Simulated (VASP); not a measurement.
# GaSi62 (a cell with a defect) in VASP: further runs, part 4 of 4

VASP 6.6.1. Earlier steps stand in the parts before.

## 5. Single point, LDA, collinear spin, zero start

INCAR reads:

```
SYSTEM = GaSi62
PREC = Accurate
ENCUT = 520
EDIFF = 1E-7
ISMEAR = 0
SIGMA = 0.02
LREAL = Auto
LASPH = .TRUE.
NELM = 150
ALGO = Normal
ISIF = 2
LWAVE = .FALSE.
LCHARG = .TRUE.
ISPIN = 2
MAGMOM = 0 0 0 0 0 0 0 0 0 0 0 0 0 0 0 0 0 0 0 0 0 0 0 0 0 0 0 0 0 0 0 0 0 0 0 0 0 0 0 0 0 0 0 0 0 0 0 0 0 0 0 0 0 0 0 0 0 0 0 0 0 0 0
LORBIT = 11
LELF = .TRUE.
LVHAR = .TRUE.
NBANDS = 172
NELECT = 259.0
```

KPOINTS reads:

```
regular mesh
0
G
  1 1 1
  0 0 0
```

POSCAR reads:

```
GaSi62
1.0
   10.8600000000      0.0000000000      0.0000000000
    0.0000000000     10.8600000000      0.0000000000
    0.0000000000      0.0000000000     10.8600000000
Si Ga
62 1
Direct
    0.5027635359      0.0027957643     -0.0023149171
    0.8709126151      0.3709422652      0.1317649171
    0.7523831492      0.0028065378      0.2472866483
    0.8750932781      0.1261691529      0.3746850829
    0.0021907919     -0.0013413444     -0.0008768877
    0.1248875691      0.1247349908      0.1253587477
    0.2500825046      0.2510255985     -0.0009287293
    0.3753828729      0.3751230203      0.1239255985
    0.4986406077      0.5022077348     -0.0008758748
    0.6247044199      0.6249176796      0.1253581952
    0.7509934622      0.7501151934     -0.0009282689
    0.8750972376      0.8754108656      0.1239247698
    0.2518037753      0.0014441068      0.2486523020
    0.3784861878      0.1261622468      0.3715822284
    0.5027688766      0.2524089319      0.2472962247
    0.6261356354      0.3751244936      0.3746844383
    0.7509373849      0.5022158379      0.2514329650
    0.8753268877      0.6253328729      0.3769059853
    0.5014202578      0.0014397790      0.4982571823
    0.6247043278      0.1247351750      0.6251755985
    0.7509934622      0.2510254144      0.4999817680
    0.8738470534      0.3738744015      0.6280137201
    0.7509372007     -0.0013361878      0.7478810313
    0.8709136280      0.1183312155      0.8791541436
   -0.0042830571      0.4957476980      0.0022382136
    0.1240957643      0.6241197974      0.1244298343
    0.2506395948      0.7506582873     -0.0003608656
    0.3784834254      0.8785116022      0.1239335175
    0.0021870166      0.2509677716      0.2514348066
    0.1253122468      0.3753488950      0.3769075506
    0.2504075506      0.5004914365      0.2517863720
    0.3757259669      0.6262884899      0.3743425414
    0.5014166667      0.7518333333      0.2486533149
    0.6261451197      0.8785133517      0.3715766114
    0.0004632597     -0.0016883057      0.4996627993
    0.1240960405      0.1256643646      0.6259735727
    0.2506402394      0.2504550645      0.4994353591
    0.3731624309      0.3753537753      0.6247641805
    0.4982817680      0.5004947514      0.4996651934
    0.6256423573      0.6241217311      0.6259726519
    0.7504336096      0.7506626151      0.4994323204
    0.8753251381      0.8731898711      0.6247626151
    0.2504070902     -0.0016935543      0.7496007366
    0.3753782689      0.1261675875      0.8749723757
    0.4986360958      0.2509658379      0.7478846225
    0.6183154696      0.3709284530      0.8791604972
    0.7478295580      0.4957433702      0.7543495396
    0.8738429098      0.6220804788      0.8762211786
    0.0004647330      0.7504320442      0.2517832413
    0.1262553407      0.8757563536      0.3743391344
   -0.0005744936      0.4994468692      0.5018921731
    0.1247803867      0.6248103131      0.6252836096
    0.2504713628      0.7505040516      0.4995923573
    0.3757296501      0.8757532228      0.6238047882
   -0.0042810313      0.2478561694      0.7543474217
    0.1220492634      0.3738755985      0.8762198895
    0.2481715470      0.4994511050      0.7506449355
    0.3731639963      0.6253304788      0.8747417127
    0.4982829650      0.7504299263      0.7496002762
    0.6261357274      0.8754113260      0.8749716390
   -0.0005782689      0.7481990792      0.7506462247
    0.1253120626      0.8731826888      0.8747412523
    0.7374881215      0.2375064457      0.0125883978
```

Potentials or basis: VASP PAW LDA potentials, release 64 (Si, Ga_d).

Started as:

```bash
> cat potpaw_LDA.64/Si/POTCAR potpaw_LDA.64/Ga_d/POTCAR > POTCAR
> mpirun -np 1 vasp_gam > vasp.out
```

OUTCAR:

```text
SYSTEM = GaSi62
   PREC = Accurate
   ENCUT = 520
   EDIFF = 1E-7
   ISMEAR = 0
   LREAL = Auto
   LASPH = .TRUE.
   NELM = 150
   ISIF = 2
   ISPIN = 2
   LORBIT = 11
   NELECT = 259.0

 ion  position               nearest neighbor table
   1  0.503  0.003  0.998-  44 2.34  60 2.34  28 2.35
   2  0.871  0.371  0.132-  17 2.33  29 2.33  25 2.38  63 2.42
   3  0.752  0.003  0.247-   4 2.34  12 2.34  34 2.35
   4  0.875  0.126  0.375-   3 2.34  21 2.35  29 2.35  35 2.37
   5  0.002  0.999  0.999-  24 2.33  62 2.34   6 2.35  12 2.35
   6  0.125  0.125  0.125-  13 2.34   5 2.35  29 2.35   7 2.37
   7  0.250  0.251  0.999-  56 2.34   8 2.35  44 2.35   6 2.37
   8  0.375  0.375  0.124-  15 2.34   7 2.35   9 2.35  31 2.37
   9  0.499  0.502  0.999-  46 2.33  58 2.34  10 2.35   8 2.35
  10  0.625  0.625  0.125-  33 2.34   9 2.35  17 2.35  11 2.37
  11  0.751  0.750  0.999-  48 2.34  12 2.35  60 2.35  10 2.37
  12  0.875  0.875  0.124-   3 2.34  11 2.35   5 2.35  49 2.37
  13  0.252  0.001  0.249-   6 2.34  14 2.35  28 2.35  50 2.36
  14  0.378  0.126  0.372-  13 2.35  19 2.35  15 2.35  37 2.38
  15  0.503  0.252  0.247-  16 2.34   8 2.34  14 2.35
[... 736 lines left out ...]
    total drift:                                0.029742      0.045604     -0.014382

  FREE ENERGIE OF THE ION-ELECTRON SYSTEM (eV)
  ---------------------------------------------------
  free  energy   TOTEN  =      -375.2154297622 eV

  energy  without entropy=     -375.2041459840  energy(sigma->0) =     -375.20978787

 total charge

# of ion       s       p       d       tot
------------------------------------------
    1        0.787   0.852   0.000   1.639
    2        0.756   0.940   0.000   1.696
    3        0.787   0.852   0.000   1.639
    4        0.750   0.944   0.000   1.694
    5        0.747   0.961   0.000   1.708
    6        0.745   0.955   0.000   1.701
[... 55 lines left out ...]
   62        0.746   0.959   0.000   1.705
   63        0.933   0.753   9.951  11.637
--------------------------------------------------
tot         47.476  59.311   9.951 116.738

 magnetization (x)

# of ion       s       p       d       tot
------------------------------------------
    1       -0.000  -0.000   0.000  -0.000
    2       -0.000  -0.000   0.000  -0.000
    3       -0.000  -0.000   0.000  -0.000
    4       -0.000  -0.000   0.000  -0.000
    5       -0.000  -0.000   0.000  -0.000
    6       -0.000  -0.000   0.000  -0.000
[... 55 lines left out ...]
   62       -0.000  -0.000   0.000  -0.000
   63       -0.000  -0.000  -0.000  -0.000
--------------------------------------------------
tot         -0.000  -0.001  -0.000  -0.001
```

OSZICAR:

```text
N       E                     dE             d eps       ncg     rms          rms(c)
DAV:   1     0.145208629095E+04    0.14521E+04   -0.10986E+05   688   0.137E+03
DAV:   2    -0.155052879036E+03   -0.16071E+04   -0.15033E+04   880   0.249E+02
[... 12 lines left out ...]
DAV:  15    -0.375215515156E+03    0.23377E-03   -0.28608E-04   736   0.302E-02    0.520E-02
DAV:  16    -0.375215452485E+03    0.62671E-04   -0.15090E-04   824   0.194E-02    0.335E-02
DAV:  17    -0.375215430886E+03    0.21599E-04   -0.53536E-05   816   0.129E-02    0.148E-02
DAV:  18    -0.375215429967E+03    0.91902E-06   -0.10243E-05   872   0.623E-03    0.508E-03
DAV:  19    -0.375215429770E+03    0.19723E-06   -0.10514E-06   832   0.196E-03    0.205E-03
DAV:  20    -0.375215429762E+03    0.75597E-08   -0.18742E-07   512   0.852E-04
   1 F= -.37521543E+03 E0= -.37520979E+03  d E =-.112838E-01  mag=     0.0000
```

stdout:

```text
POSCAR found type information on POSCAR SiGa
 POSCAR found :  2 types and      63 ions
 scaLAPACK will be used
 LDA part: xc-table for (Slater(with rela. corr.)+CA(PZ))
 , standard interpolation
 POSCAR, INCAR and KPOINTS ok, starting setup
 FFT: planning ... GRIDC
 FFT: planning ... GRID_SOFT
 FFT: planning ... GRID
 WAVECAR not read
 entering main loop
 the old and the new charge density differ
 old charge density:   261.00000 new  259.00000
    0.280E+01
```

Wall time 8.3 min (1 thread of Intel Xeon 6975P-C (Granite Rapids), shared host); peak memory 0.9 GiB.

What came out:

| Property | Result |
| --- | --- |
| Free energy | -375.2154 eV |
| Largest force | 0.241 eV/Å |
| Net moment | 0.00 μB per cell |
| Valence electrons inside the program's atomic spheres | Si 1.64, 1.70, 1.69, 1.71 (each value once); Ga 11.64 |

Forces on the atoms (eV/Å):
```
Si  -0.022 -0.022  0.015
Si   0.032  0.032  0.015
Si  -0.015 -0.022  0.022
Si  -0.003  0.003  0.002
Si   0.002 -0.007  0.005
Si   0.000  0.003 -0.003
Si  -0.004 -0.002  0.002
Si  -0.002 -0.004 -0.003
Si  -0.007  0.002  0.005
Si   0.003  0.000 -0.003
Si  -0.002 -0.004  0.002
Si  -0.003 -0.002 -0.003
Si  -0.012 -0.007  0.007
Si  -0.016 -0.011  0.016
Si  -0.022 -0.015  0.022
Si   0.003 -0.004  0.002
Si  -0.004  0.002  0.007
Si  -0.005 -0.001  0.004
Si  -0.007 -0.007  0.011
Si   0.003  0.003  0.000
Si  -0.002 -0.002  0.004
Si   0.000 -0.001 -0.003
Si  -0.004 -0.007 -0.002
Si   0.032 -0.015 -0.032
Si   0.012  0.012  0.000
Si   0.001  0.001 -0.001
Si  -0.003 -0.003  0.003
Si  -0.016 -0.016  0.011
Si   0.002 -0.005  0.007
Si  -0.001 -0.005  0.004
Si  -0.003 -0.009 -0.002
Si  -0.003 -0.006  0.003
Si  -0.007 -0.011  0.007
Si  -0.011 -0.016  0.016
Si  -0.009  0.002  0.002
Si   0.001  0.001 -0.001
Si  -0.003 -0.003  0.003
Si  -0.004 -0.005  0.001
Si   0.002 -0.009  0.003
Si   0.000  0.001 -0.001
Si  -0.003 -0.003  0.003
Si  -0.005 -0.004  0.001
Si  -0.003  0.002  0.009
Si  -0.002  0.003  0.004
Si  -0.007 -0.005 -0.002
Si  -0.016  0.032 -0.032
Si   0.000  0.013 -0.013
Si   0.000  0.003  0.001
Si  -0.009 -0.002 -0.002
Si  -0.005 -0.003  0.003
Si  -0.002 -0.002 -0.003
Si   0.001  0.001 -0.001
Si   0.000  0.000  0.000
Si  -0.003 -0.003  0.006
Si   0.012  0.000 -0.012
Si   0.002  0.000  0.000
Si   0.003 -0.002  0.002
Si  -0.004 -0.001  0.005
Si   0.002 -0.003  0.009
Si   0.003 -0.002  0.004
Si  -0.002  0.003  0.002
Si  -0.001 -0.004  0.005
Ga   0.140  0.139 -0.139
```

Levels at points of the mesh, in eV from the Fermi level:
Spin up:
| k point | band 126 | band 127 | band 128 | band 129 | band 130 | band 131 | band 132 | band 133 |
| --- | --- | --- | --- | --- | --- | --- | --- | --- |
| (0.00, 0.00, 0.00) | -0.68 | -0.68 | -0.13 | -0.13 | 0.00 | 0.75 | 0.75 | 0.84 |
Spin down:
```tsv
k point	band 127	band 128	band 129	band 130	band 131	band 132	band 133	band 134
(0.00, 0.00, 0.00)	-0.68	-0.13	-0.13	0.00	0.75	0.75	0.84	0.86
```

Caveat: the k points lie up to 0.58 Å⁻¹ apart; the cell carries a net charge on a neutralising background, which shifts energy and pressure; the cell is charged against a uniform background, so pressure and absolute levels hang on convention.
